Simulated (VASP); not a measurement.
Write the native input for VASP 6.6.1 that does the following.

* Task: relaxation of shape and atoms at fixed volume
* Functional: PBEsol
* Potentials or basis: VASP PAW PBE potentials, release 64 (Sn_d, O)
* Cutoff: 600 eV
* k mesh: 12 × 12 × 10
* Occupations: gaussian, width 0.1 eV
* Spin: no spin polarisation
* Dipole correction: no
* Further INCAR settings: ALGO = Normal; EDIFF = 1e-06; IBRION = 2; EDIFFG = -0.01; NSW = 50; ISIF = 4

The structure of SnO lies in POSCAR:

```
SnO
1.0
    3.8570625566      0.0000000000      0.0000000000
    0.0000000000      3.8570625566      0.0000000000
    0.0000000000      0.0000000000      4.9028354059
Sn O
2 2
Direct
    0.5000000000      0.0000000000      0.2370966205
    0.0000000000      0.5000000000      0.7629033795
    0.0000000000      0.0000000000      0.0000000000
    0.5000000000      0.5000000000      0.0000000000
```

The input as run:

INCAR

```
SYSTEM = SnO
PREC = Accurate
ENCUT = 600
EDIFF = 1E-6
ISMEAR = 0
SIGMA = 0.1
LREAL = .False.
LASPH = .True.
NELM = 80
ALGO = Normal
ISIF = 4
LWAVE = .False.
LCHARG = .False.
GGA = PS
IBRION = 2
NSW = 50
EDIFFG = -0.01
```

KPOINTS

```
Automatic mesh
0
Gamma
  12 12 10
  0 0 0
```

Potentials or basis: VASP PAW PBE potentials, release 64 (Sn_d, O).

Command:

```console
$ cat potpaw_PBE.64/Sn_d/POTCAR potpaw_PBE.64/O/POTCAR > POTCAR
$ mpirun -np 1 vasp_std > vasp.out
```

It gave:

```json
{
  "Energy gained by relaxing": "2.3 meV/atom",
  "Ionic steps": "5",
  "Pressure after relaxing": "-1.6 GPa",
  "Largest force after relaxing": "0.003 eV/Å",
  "Band gap on the k mesh": "0.25 eV (least direct gap 1.91 eV)"
}
```

Caveat: the PAW data sets were made with another functional, which shifts forces and pressure a little; spin-orbit coupling is left out, which moves the levels of the heavy elements.

Run time: 13 min on 1 thread of Oxide Virtual Turin-like Processor, with other jobs on the host, peak memory 0.39 GiB.
